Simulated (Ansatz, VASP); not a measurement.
# One calculation of Li2Se, two programs

INCAR

```
PREC = Accurate
ENCUT = 750
EDIFF = 1E-6
ISMEAR = 0
SIGMA = 0.01
LREAL = F
LASPH = T
NELM = 120
ALGO = Normal
ISIF = 2
LWAVE = F
LCHARG = F
GGA = PE
NBANDS = 13
GGA_COMPAT = F
```

The input KPOINTS:

```
Automatic mesh
0
Gamma
  6 6 6
```

File POSCAR:

```
Li2Se
1.0
    0.0000000000      3.0623383805      3.0623383805
    3.0623383805      0.0000000000      3.0623383805
    3.0623383805      3.0623383805      0.0000000000
Se Li
1 2
Direct
    0.0000000000      0.0000000000      0.0000000000
    0.2500000000      0.2500000000      0.2500000000
    0.7500000000      0.7500000000      0.7500000000
```

Input for Ansatz:

```yaml
crystal:
  lattice:
    - [0.0, 3.0623383805, 3.0623383805]
    - [3.0623383805, 0.0, 3.0623383805]
    - [3.0623383805, 3.0623383805, 0.0]
  atoms:
    - { symbol: Se, position: [0.0, 0.0, 0.0] }
    - { symbol: Li, position: [0.25, 0.25, 0.25] }
    - { symbol: Li, position: [0.75, 0.75, 0.75] }
kpoints:
  mp_grid: { grid: [6, 6, 6] }
hamiltonian:
  xc: pbe
scf:
  occupations: { method: fixed }
  n_extra_bands: 4
output:
  forces: true
  stress: true
  eigenvalues: true
```

Alike in both runs: task single point; functional PBE; k mesh 6 × 6 × 6; no spin polarisation.

```csv
,VASP,Ansatz
version,VASP 6.6.1,Ansatz 0.2.0
potentials or method,"VASP PAW PBE potentials, release 64 (Se, Li_sv)","plane waves, PAW"
plane-wave cutoff (eV),750,420
occupations,"gaussian, width 0.01 eV",fixed
valence electrons in the cell,12,22
```

|  | VASP | Ansatz | Ansatz less VASP |
| --- | --- | --- | --- |
| gap on the k mesh at the Fermi level (eV) | 3.02 | 3.02 | +0.005 |
| pressure (GPa) | -1.8 | -1.8 | +0.06 |

VASP's potentials hold 12 valence electrons a cell and Ansatz's 22, so a difference there can come from the potentials and not from the codes.
